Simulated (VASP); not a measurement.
# Ti (P6/mmm) in VASP: a series of runs

Ti is run at these levels: PBE; tasks: single point, relaxation of cell and atoms.

All numbers are computed with VASP 6.6.1; they aren't measurements. Logs are shortened: lines on timing, memory, paths and dates and some standing lists are left out, and cuts for length are marked.

## (1) The cell of the first run

Symmetry: P6/mmm, No. 191, hexagonal system. The conventional cell has a = 4.580 Å, b = 4.580 Å, c = 2.831 Å, α = 90.00°, β = 90.00°, γ = 120.00°. Ti (site symmetry 6/mmm) has 14 Ti at 2.83 to 3.00 Å within 3.7 Å. Within 3.5 Å of Ti (site symmetry -6m2) lie 11 Ti at 2.64 to 3.00 Å.

## (2) Single point, PBE

File INCAR:

```
SYSTEM = Ti
PREC     = Accurate       ! precision mode
ENCUT    = 520            ! plane-wave cutoff, eV
EDIFF    = 1E-6           ! SCF threshold, eV
ISMEAR   = 0              ! smearing method
SIGMA    = 0.1            ! smearing width, eV
LREAL    = .FALSE.        ! projectors in reciprocal space
LASPH    = .TRUE.         ! aspherical terms in the spheres
NELM     = 80             ! most SCF steps
ALGO     = Fast           ! electronic algorithm
ISIF     = 2              ! what is computed and relaxed
LWAVE    = .FALSE.        ! write WAVECAR
LCHARG   = .FALSE.        ! write CHGCAR
GGA      = PE             ! functional
NBANDS   = 25             ! bands
```

File KPOINTS:

```
regular mesh
0
G
  12 12 14
  0 0 0
```

File POSCAR:

```
Ti
1.0
    4.5797920052      0.0000000000      0.0000000000
   -2.2898960026      3.9662162205      0.0000000000
    0.0000000000      0.0000000000      2.8314061317
Ti
3
Direct
    0.0000000000      0.0000000000      0.0000000000
    0.3333333333      0.6666666667      0.5000000000
    0.6666666667      0.3333333333      0.5000000000
```

Potentials or basis: VASP PAW PBE potentials, release 64 (Ti_sv).

Launch:

```console
cat potpaw_PBE.64/Ti_sv/POTCAR > POTCAR
mpirun -np 1 vasp_std > vasp.out
```

OUTCAR:

```text
SYSTEM = Ti
   PREC = Accurate
   ENCUT = 520
   EDIFF = 1E-6
   ISMEAR = 0
   LREAL = .FALSE.
   LASPH = .TRUE.
   NELM = 80
   ISIF = 2
   GGA = PE

 ion  position               nearest neighbor table
   1  0.000  0.000  0.000-
   2  0.333  0.667  0.500-   3 2.64   3 2.64   3 2.64
   3  0.667  0.333  0.500-   2 2.64   2 2.64   2 2.64

  LATTYP: Found a hexagonal cell.
 ALAT       =     4.5797920052
 C/A-ratio  =     0.6182390223

  Lattice vectors:

 A1 = (   4.5797920052,   0.0000000000,   0.0000000000)
 A2 = (  -2.2898960026,   3.9662162205,   0.0000000000)
 A3 = (   0.0000000000,   0.0000000000,   2.8314061317)

Analysis of symmetry for initial positions (statically):
=====================================================================
 Subroutine PRICEL returns:
 Original cell was already a primitive cell.

 Routine SETGRP: Setting up the symmetry group for a
 hexagonal supercell.

 Subroutine GETGRP returns: Found 24 space group operations
 (whereof 24 operations were pure point group operations)
 out of a pool of 24 trial point group operations.

The static configuration has the point symmetry D_6h.

Analysis of symmetry for dynamics (positions and initial velocities):
=====================================================================
 Subroutine PRICEL returns:
 Original cell was already a primitive cell.

 Routine SETGRP: Setting up the symmetry group for a
 hexagonal supercell.

 Subroutine GETGRP returns: Found 24 space group operations
 (whereof 24 operations were pure point group operations)
 out of a pool of 24 trial point group operations.

The dynamic configuration has the point symmetry D_6h.

 Subroutine INISYM returns: Found 24 space group operations
 (whereof 24 operations are pure point group operations),
 and found     1 'primitive' translations

----------------------------------------------------------------------------------------

                                     Primitive cell

  volume of cell :      51.4309

  direct lattice vectors                    reciprocal lattice vectors
     4.579792005  0.000000000  0.000000000     0.218350527  0.126064736  0.000000000
    -2.289896003  3.966216220  0.000000000     0.000000000  0.252129472  0.000000000
     0.000000000  0.000000000  2.831406132     0.000000000  0.000000000  0.353181407

  length of vectors
     4.579792005  4.579792005  2.831406132     0.252129472  0.252129472  0.353181407

  position of ions in fractional coordinates (direct lattice)
     0.000000000  0.000000000  0.000000000
     0.333333333  0.666666667  0.500000000
     0.666666667  0.333333333  0.500000000

  ion indices of the primitive-cell ions
   primitive index   ion index
                 1           1
                 2           2
                 3           3

----------------------------------------------------------------------------------------

 KPOINTS: regular mesh

Automatic generation of k-mesh.
 Grid dimensions read from file:
 generate k-points for:   12   12   14

 Generating k-lattice:

  Cartesian coordinates                     Fractional coordinates (reciprocal lattice)
     0.018195877  0.010505395  0.000000000     0.083333333 -0.000000000  0.000000000
     0.000000000  0.021010789  0.000000000     0.000000000  0.083333333  0.000000000
     0.000000000  0.000000000  0.025227243     0.000000000  0.000000000  0.071428571

  Length of vectors
     0.021010789  0.021010789  0.025227243

  Shift w.r.t. Gamma in fractional coordinates (k-lattice)
     0.000000000  0.000000000  0.000000000

 Subroutine IBZKPT returns following result:
 ===========================================

 Found    152 irreducible k-points:

 Following reciprocal coordinates:
            Coordinates               Weight
  0.000000  0.000000  0.000000      1.000000
  0.083333 -0.000000  0.000000      6.000000
  0.166667  0.000000  0.000000      6.000000
  0.250000 -0.000000  0.000000      6.000000
  0.333333 -0.000000  0.000000      6.000000
  0.416667 -0.000000  0.000000      6.000000
[... 16 lines left out ...]
  0.250000 -0.000000  0.071429     12.000000
  0.333333 -0.000000  0.071429     12.000000
 [... further k-points ...]
   k-points           NKPTS =    152   k-points in BZ     NKDIM =    152   number of bands    NBANDS=     25
   number of dos      NEDOS =    301   number of ions     NIONS =      3
   total plane-waves  NPLWV =  31104
   dimension x,y,z NGX =    36 NGY =   36 NGZ =   24
   dimension x,y,z NGXF=    72 NGYF=   72 NGZF=   48
   ions per type =               3
   NGX,Y,Z   is equivalent  to a cutoff of  13.07, 13.07, 14.09 a.u.
   NGXF,Y,Z  is equivalent  to a cutoff of  26.14, 26.14, 28.18 a.u.
 SYSTEM =  Ti
   PREC   = accura    normal or accurate (medium, high low for compatibility)
   ISTART =      0    job   : 0-new  1-cont  2-samecut
   ICHARG =      2    charge: 1-file 2-atom 10-const
   ISPIN  =      1    spin polarized calculation?
   LNONCOLLINEAR =      F non collinear calculations
   LSORBIT =      F    spin-orbit coupling
   LASPH  =      T    aspherical Exc in radial PAW
   ENCUT  =  520.0 eV  38.22 Ry    6.18 a.u.   8.52  8.52  5.26*2*pi/ulx,y,z
   NELM   =     80;   NELMIN=  2; NELMDL= -5     # of ELM steps
   EDIFF  = 0.1E-05   stopping-criterion for ELM
   LREAL  =      F    real-space projection
   EDIFFG = 0.1E-04   stopping-criterion for IOM
   NSW    =      0    number of steps for IOM
   IBRION =     -1    ionic relax: 0-MD 1-quasi-New 2-CG
   NFREE  =      0    steps in history (QN), initial steepest desc. (CG)
   ISIF   =      2    stress and relaxation
   ISYM   =      2    0-nonsym 1-usesym 2-fastsym
   POTIM  = 0.5000    time-step for ionic-motion
   TEBEG  =    0.0;   TEEND  =   0.0 temperature during run
   PSTRESS=    0.0 pullay stress
   NELECT =      36.0000    total number of electrons
   NUPDOWN=      -1.0000    fix difference up-down
   EMIN   =  10.00;   EMAX   =-10.00  energy-range for DOS
   EFERMI =   0.00;   METHOD = LEGACY
   ISMEAR =     0;   SIGMA  =   0.10  broadening in eV -4-tet -1-fermi 0-gaus
   EFERMI_NEDOS =   21; number of points for ismear=-14 and -15
   IALGO  =     68    algorithm
   IMIX   =      4    mixing-type and parameters
     AMIX     =   0.40;   BMIX     =  1.00
     AMIX_MAG =   1.60;   BMIX_MAG =  1.00
  volume/ion in A,a.u.               =      17.14       115.69
  Fermi-wavevector in a.u.,A,eV,Ry     =   1.453564  2.746838 28.747056  2.112849
  Thomas-Fermi vector in A             =   2.570816
   LORBIT       =      0    0 simple, 1 ext, 2 COOP (PROOUT), +10 PAW based schemes
   GGA     = PE    functional components
   LHFCALC =     F    Hartree Fock is set to
   AEXX    =    0.0000 exact exchange contribution
   IVDW    =     0    specifies the selected vdW correction
   LEPSILON=     F    determine dielectric tensor
   LRPA    =     F    only Hartree local field effects (RPA)
 non-spin polarized calculation
 RMM-DIIS sequential band-by-band and
 Gauss-broadening in eV      SIGMA  =   0.10
  energy-cutoff  :      520.00
  volume of cell :       51.43
 maximum number of plane-waves:      1420
 NGX is ok and might be reduce to    36
   NGX = 17   NGY = 17   NGZ = 11

 number of electron      35.9999985 magnetization

 Free energy of the ion-electron system (eV)
  ---------------------------------------------------
  ext. energy  EPLUGINS =         0.00000000
  ---------------------------------------------------
  free energy    TOTEN  =       -23.52899192 eV

  energy without entropy =      -23.51545902  energy(sigma->0) =      -23.52222547

 E-fermi :   8.3582     XC(G=0): -11.5593

 val. band max:        8.3569413520   @ k =   0.2500   0.1667   0.0000
 cond. band min:       8.3665601303   @ k =   0.2500   0.2500   0.0000
 fundamental gap:      0.0096187782
 Fermi energy:         8.3581851449

 k-point     1 :       0.0000    0.0000    0.0000
  band No.  band energies     occupation
      1     -48.5356      2.00000
      2     -48.2705      2.00000
      3     -48.1078      2.00000
      4     -24.8482      2.00000
      5     -24.8482      2.00000
      6     -24.7321      2.00000
[... 17 lines left out ...]
     24      10.2403      0.00000
     25      10.2719      0.00000

 k-point     2 :       0.0833   -0.0000    0.0000
  band No.  band energies     occupation
      1     -48.5347      2.00000
      2     -48.2688      2.00000
      3     -48.1105      2.00000
      4     -24.8693      2.00000
      5     -24.8648      2.00000
      6     -24.7108      2.00000
[... 17 lines left out ...]
     24      10.0105      0.00000
     25      10.4755      0.00000

 k-point     3 :       0.1667    0.0000    0.0000
  band No.  band energies     occupation
      1     -48.5323      2.00000
      2     -48.2636      2.00000
      3     -48.1184      2.00000
      4     -24.9089      2.00000
      5     -24.8849      2.00000
      6     -24.6703      2.00000
[... 17 lines left out ...]
     24       9.8885      0.00000
     25      10.7796      0.00000

 k-point     4 :       0.2500   -0.0000    0.0000
  band No.  band energies     occupation
      1     -48.5291      2.00000
      2     -48.2550      2.00000
      3     -48.1306      2.00000
      4     -24.9475      2.00000
      5     -24.8869      2.00000
      6     -24.6306      2.00000
[... 17 lines left out ...]
     24      10.1295      0.00000
     25      10.9647      0.00000
[... 477 lines left out ...]
 k-point    22 :       0.1667    0.0000    0.0714
  band No.  band energies     occupation
      1     -48.5292      2.00000
      2     -48.2613      2.00000
      3     -48.1158      2.00000
      4     -24.9027      2.00000
      5     -24.8799      2.00000
      6     -24.6693      2.00000
[... 17 lines left out ...]
     24       9.9240      0.00000
     25      10.7906      0.00000

 k-point    23 :       0.2500   -0.0000    0.0714
  band No.  band energies     occupation
      1     -48.5261      2.00000
      2     -48.2526      2.00000
      3     -48.1280      2.00000
      4     -24.9405      2.00000
      5     -24.8824      2.00000
      6     -24.6309      2.00000
[... 17 lines left out ...]
     24      10.1126      0.00000
     25      11.2601      0.00000

 k-point    24 :       0.3333   -0.0000    0.0714
  band No.  band energies     occupation
      1     -48.5232      2.00000
      2     -48.2411      2.00000
      3     -48.1427      2.00000
      4     -24.9707      2.00000
      5     -24.8651      2.00000
      6     -24.6003      2.00000
[... 17 lines left out ...]
     24      10.4187      0.00000
     25      10.9888      0.00000

 [... further k-points ...]

------------------------ aborting loop because EDIFF is reached ----------------------------------------

  FORCE on cell =-STRESS in cart. coord.  units (eV):
  Direction    XX          YY          ZZ          XY          YZ          ZX
  --------------------------------------------------------------------------------------
  -------------------------------------------------------------------------------------
  Total       -0.1189332     -0.1189332     -0.1125926      0.0000000      0.0000000     -0.0000000
  in kB       -3.7050102     -3.7050102     -3.5074881      0.0000000      0.0000000     -0.0000000
  external PRESSURE =      -3.6391695 kB  Pullay stress =       0.0000000 kB

 VOLUME and BASIS-vectors are now :
 -----------------------------------------------------------------------------
  energy-cutoff  :      520.00
  volume of cell :       51.43
      direct lattice vectors                 reciprocal lattice vectors
     4.579792005  0.000000000  0.000000000     0.218350527  0.126064736  0.000000000
    -2.289896003  3.966216220  0.000000000     0.000000000  0.252129472  0.000000000
     0.000000000  0.000000000  2.831406132     0.000000000  0.000000000  0.353181407

 POSITION                                       TOTAL-FORCE (eV/Angst)
 -----------------------------------------------------------------------------------
      0.00000      0.00000      0.00000        -0.000000      0.000000      0.000000
     -0.00000      2.64414      1.41570        -0.000000      0.000000      0.000000
      2.28990      1.32207      1.41570         0.000000     -0.000000      0.000000
 -----------------------------------------------------------------------------------
    total drift:                                0.000000      0.000000     -0.000000

  FREE ENERGIE OF THE ION-ELECTRON SYSTEM (eV)
  ---------------------------------------------------
  free  energy   TOTEN  =       -23.5289919190 eV

  energy  without entropy=      -23.5154590228  energy(sigma->0) =      -23.52222547
```

Wall time 6.7 min (1 thread of Intel Xeon Platinum 8488C (Sapphire Rapids), shared host); peak memory 0.27 GiB.

Results:

- Free energy: -23.5290 eV
- Pressure: -0.4 GPa
- Band gap on the k mesh: zero (band 18 reaches 8.55 eV, above the bottom of band 19 at 8.30 eV)

## (3) Relaxation of cell and atoms, PBE

This run uses another cell than the first one, of 17.23 Å³/atom, 1.005 times its volume.

File INCAR:

```
SYSTEM = Ti
ALGO = Fast
EDIFF = 1E-6
EDIFFG = -0.005
ENCUT = 600
GGA = PE
IBRION = 2
ISIF = 3
ISMEAR = 0
LASPH = .TRUE.
LCHARG = .FALSE.
LREAL = .FALSE.
LWAVE = .FALSE.
NELM = 80
NSW = 100
PREC = Accurate
SIGMA = 0.1
```

File KPOINTS:

```
k-points
0
G
  12 12 14
  0 0 0
```

File POSCAR:

```
Ti
1.0
    4.6000000000      0.0000000000      0.0000000000
   -2.3000000000      3.9837168574      0.0000000000
    0.0000000000      0.0000000000      2.8200000000
Ti
3
Direct
    0.0000000000      0.0000000000      0.0000000000
    0.3333333333      0.6666666667      0.5000000000
    0.6666666667      0.3333333333      0.5000000000
```

Potentials or basis: VASP PAW PBE potentials, release 64 (Ti_sv).

Launch:

```console
cat potpaw_PBE.64/Ti_sv/POTCAR > POTCAR
mpirun -np 1 vasp_std > vasp.out
```

Wall time 15 min (1 thread of Intel Xeon 6975P-C (Granite Rapids), shared host); peak memory 0.33 GiB.

The run converged. Its results:

| Quantity | Value |
| --- | --- |
| Free energy | -23.5287 eV |
| Relaxed volume | 17.11 Å³/atom |
| Relaxed cell | a = 4.576 Å, b = 4.576 Å, c = 2.830 Å, α = 90.00°, β = 90.00°, γ = 120.00° |
| Space group after relaxing (to 0.05 Å) | P6/mmm (No. 191) |
| Energy gained by relaxing | 0.8 meV/atom |
| Ionic steps | 5 |
| Pressure after relaxing | 0.0 GPa |
| Band gap on the k mesh | zero (band 18 reaches 8.58 eV, above the bottom of band 19 at 8.32 eV) |

The path:
| step | energy change (eV) | largest force (eV/Å) | pressure (GPa) | volume (Å³) |
| --- | --- | --- | --- | --- |
| 1 | 0.0000 | 0.0000 | -0.77 | 51.68 |
| 2 | -0.0018 | 0.0000 | 0.54 | 51.06 |
| 3 | -0.0021 | 0.0000 | 0.25 | 51.22 |
| 4 | -0.0023 | 0.0000 | -0.06 | 51.34 |
| 5 | -0.0023 | 0.0000 | -0.01 | 51.32 |

Final structure:
```
CELL_PARAMETERS angstrom
4.57594 0.00000 0.00000
-2.28797 3.96288 0.00000
0.00000 0.00000 2.82979
ATOMIC_POSITIONS crystal
Ti 0.00000 0.00000 0.00000
Ti 0.33333 0.66667 0.50000
Ti 0.66667 0.33333 0.50000
```

Levels at points of the mesh, in eV from the Fermi level:
```csv
k point,band 15,band 16,band 17,band 18,band 19,band 20,band 21,band 22
"(0.00, 0.00, 0.00)",-0.71,-0.71,-0.61,-0.61,-0.03,0.68,1.29,1.29
"(0.50, 0.00, 0.00)",-2.62,-0.40,-0.39,-0.35,0.06,0.54,1.04,1.11
"(0.00, 0.00, 0.50)",-2.07,-1.73,-1.62,-1.62,1.06,1.06,1.25,1.25
"(0.50, 0.00, 0.50)",-1.68,-1.16,-0.68,-0.63,0.36,0.81,0.93,1.05
```
